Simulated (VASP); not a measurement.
# Pt (Fm-3m) in VASP: a series of runs

The runs below take Pt through single point, with PBE.

All numbers are computed with VASP 6.6.1; they aren't measurements. Logs are shortened: lines on timing, memory, paths and dates and some standing lists are left out, and cuts for length are marked.

## (1) The cell of the first run

Symmetry: Fm-3m, No. 225, cubic system. Conventional cell: a = 3.855 Å, b = 3.855 Å, c = 3.855 Å, α = 90.00°, β = 90.00°, γ = 90.00°. Within 3.6 Å of Pt (site symmetry m-3m) lie 12 Pt at 2.73 Å.

## (2) Single point, PBE

INCAR

```
SYSTEM = Pt
ALGO = Normal ; EDIFF = 1E-6
ENCUT = 520 ; GGA = PE
ISIF = 2 ; ISMEAR = 1
LASPH = .TRUE. ; LCHARG = .FALSE.
LREAL = .FALSE. ; LWAVE = .FALSE.
NBANDS = 11 ; NELM = 60
PREC = Accurate ; SIGMA = 0.05
```

KPOINTS

```
k-points
0
G
  13 13 13
  0 0 0
```

POSCAR

```
Pt
1.0
    0.0000000000      1.9276579849      1.9276579849
    1.9276579849      0.0000000000      1.9276579849
    1.9276579849      1.9276579849      0.0000000000
Pt
1
Direct
    0.0000000000      0.0000000000      0.0000000000
```

Potentials or basis: VASP PAW PBE potentials, release 64 (Pt).

Launch:

```console
cat potpaw_PBE.64/Pt/POTCAR > POTCAR
mpirun -np 1 vasp_std > vasp.out
```

OUTCAR:

```text
SYSTEM = Pt
   EDIFF = 1E-6
   ENCUT = 520
   GGA = PE
   ISIF = 2
   ISMEAR = 1
   LASPH = .TRUE.
   LREAL = .FALSE.
   NELM = 60
   PREC = Accurate

 ion  position               nearest neighbor table
   1  0.000  0.000  0.000-

  LATTYP: Found a face centered cubic cell.
 ALAT       =     3.8553159698

  Lattice vectors:

 A1 = (   0.0000000000,   1.9276579849,   1.9276579849)
 A2 = (   1.9276579849,   0.0000000000,   1.9276579849)
 A3 = (   1.9276579849,   1.9276579849,   0.0000000000)

Analysis of symmetry for initial positions (statically):
=====================================================================
 Subroutine PRICEL returns:
 Original cell was already a primitive cell.

 Routine SETGRP: Setting up the symmetry group for a
 face centered cubic supercell.

 Subroutine GETGRP returns: Found 48 space group operations
 (whereof 48 operations were pure point group operations)
 out of a pool of 48 trial point group operations.

The static configuration has the point symmetry O_h .

Analysis of symmetry for dynamics (positions and initial velocities):
=====================================================================
 Subroutine PRICEL returns:
 Original cell was already a primitive cell.

 Routine SETGRP: Setting up the symmetry group for a
 face centered cubic supercell.

 Subroutine GETGRP returns: Found 48 space group operations
 (whereof 48 operations were pure point group operations)
 out of a pool of 48 trial point group operations.

The dynamic configuration has the point symmetry O_h .

 Subroutine INISYM returns: Found 48 space group operations
 (whereof 48 operations are pure point group operations),
 and found     1 'primitive' translations

----------------------------------------------------------------------------------------

                                     Primitive cell

  volume of cell :      14.3258

  direct lattice vectors                    reciprocal lattice vectors
     0.000000000  1.927657985  1.927657985    -0.259382112  0.259382112  0.259382112
     1.927657985  0.000000000  1.927657985     0.259382112 -0.259382112  0.259382112
     1.927657985  1.927657985  0.000000000     0.259382112  0.259382112 -0.259382112

  length of vectors
     2.726120066  2.726120066  2.726120066     0.449262997  0.449262997  0.449262997

  position of ions in fractional coordinates (direct lattice)
     0.000000000  0.000000000  0.000000000

[... 81 lines left out ...]
   ISIF   =      2    stress and relaxation
   ISYM   =      2    0-nonsym 1-usesym 2-fastsym
   POTIM  = 0.5000    time-step for ionic-motion
   TEBEG  =    0.0;   TEEND  =   0.0 temperature during run
   PSTRESS=    0.0 pullay stress
   NELECT =      10.0000    total number of electrons
   NUPDOWN=      -1.0000    fix difference up-down
   EMIN   =  10.00;   EMAX   =-10.00  energy-range for DOS
   EFERMI =   0.00;   METHOD = LEGACY
   ISMEAR =     1;   SIGMA  =   0.05  broadening in eV -4-tet -1-fermi 0-gaus
   EFERMI_NEDOS =   21; number of points for ismear=-14 and -15
   IALGO  =     38    algorithm
   IMIX   =      4    mixing-type and parameters
     AMIX     =   0.40;   BMIX     =  1.00
     AMIX_MAG =   1.60;   BMIX_MAG =  1.00
  volume/ion in A,a.u.               =      14.33        96.68
  Fermi-wavevector in a.u.,A,eV,Ry     =   1.452228  2.744313 28.694233  2.108967
  Thomas-Fermi vector in A             =   2.569634
   LORBIT       =      0    0 simple, 1 ext, 2 COOP (PROOUT), +10 PAW based schemes
   GGA     = PE    functional components
   LHFCALC =     F    Hartree Fock is set to
   AEXX    =    0.0000 exact exchange contribution
   IVDW    =     0    specifies the selected vdW correction
   LEPSILON=     F    determine dielectric tensor
   LRPA    =     F    only Hartree local field effects (RPA)
 non-spin polarized calculation
 Methfessel and Paxton  Order N= 1 SIGMA  =   0.05
  energy-cutoff  :      520.00
  volume of cell :       14.33
 maximum number of plane-waves:       393
   NGX = 11   NGY = 11   NGZ = 11

 number of electron      10.0000000 magnetization

 number of electron       9.9999999 magnetization

 Free energy of the ion-electron system (eV)
  ---------------------------------------------------
  ext. energy  EPLUGINS =         0.00000000
  ---------------------------------------------------
  free energy    TOTEN  =        -5.98869148 eV

  energy without entropy =       -5.98803469  energy(sigma->0) =       -5.98847255

 E-fermi :  12.2893     XC(G=0): -13.8029

 val. band max:       12.2807340463   @ k =  -0.4615   0.3077   0.0769
 cond. band min:      12.2955077790   @ k =   0.3846   0.3077   0.0769
 fundamental gap:      0.0147737326
 Fermi energy:        12.2892786277

 k-point     1 :       0.0000    0.0000    0.0000
  band No.  band energies     occupation
      1       1.4741      2.00000
      2       8.1586      2.00000
      3       8.1586      2.00000
      4       8.1586      2.00000
      5      10.5042      2.00000
      6      10.5042      2.00000
      7      26.7581      0.00000
      8      32.0209      0.00000
      9      32.0209      0.00000
     10      32.0209      0.00000
     11      37.5601      0.00000
[... 309 lines left out ...]
 k-point    24 :       0.4615    0.1538    0.0000
  band No.  band energies     occupation
      1       5.0934      2.00000
      2       7.5684      2.00000
      3       8.5587      2.00000
      4       8.8803      2.00000
      5      12.3890     -0.01627
      6      13.7967      0.00000
      7      20.2135      0.00000
      8      27.8037      0.00000
      9      30.2394      0.00000
     10      31.3301      0.00000
     11      39.8125      0.00000

 [... further k-points ...]

------------------------ aborting loop because EDIFF is reached ----------------------------------------

  FORCE on cell =-STRESS in cart. coord.  units (eV):
  Direction    XX          YY          ZZ          XY          YZ          ZX
  --------------------------------------------------------------------------------------
  -------------------------------------------------------------------------------------
  Total        2.4121361      2.4121361      2.4121361     -0.0000000      0.0000000     -0.0000000
  in kB      269.7692521    269.7692521    269.7692521     -0.0000000      0.0000000     -0.0000000
  external PRESSURE =     269.7692521 kB  Pullay stress =       0.0000000 kB

 VOLUME and BASIS-vectors are now :
 -----------------------------------------------------------------------------
  energy-cutoff  :      520.00
  volume of cell :       14.33
      direct lattice vectors                 reciprocal lattice vectors
     0.000000000  1.927657985  1.927657985    -0.259382112  0.259382112  0.259382112
     1.927657985  0.000000000  1.927657985     0.259382112 -0.259382112  0.259382112
     1.927657985  1.927657985  0.000000000     0.259382112  0.259382112 -0.259382112

 POSITION                                       TOTAL-FORCE (eV/Angst)
 -----------------------------------------------------------------------------------
      0.00000      0.00000      0.00000         0.000000      0.000000      0.000000
 -----------------------------------------------------------------------------------
    total drift:                               -0.000000     -0.000000     -0.000000

  FREE ENERGIE OF THE ION-ELECTRON SYSTEM (eV)
  ---------------------------------------------------
  free  energy   TOTEN  =        -5.9886914848 eV

  energy  without entropy=       -5.9880346880  energy(sigma->0) =       -5.98847255
```

It took 7.4 s on 1 thread of AMD EPYC 7R13 (Zen 3), shared host; peak memory 0.1 GiB.

Results:

* Free energy: -5.9887 eV
* Pressure: 27.0 GPa
* Band gap on the k mesh: zero (band 5 reaches 12.75 eV, above the bottom of band 6 at 10.38 eV)

Caveat: spin-orbit coupling is left out, which moves the levels of the heavy elements.

(Part 1 of 2 ends here.)
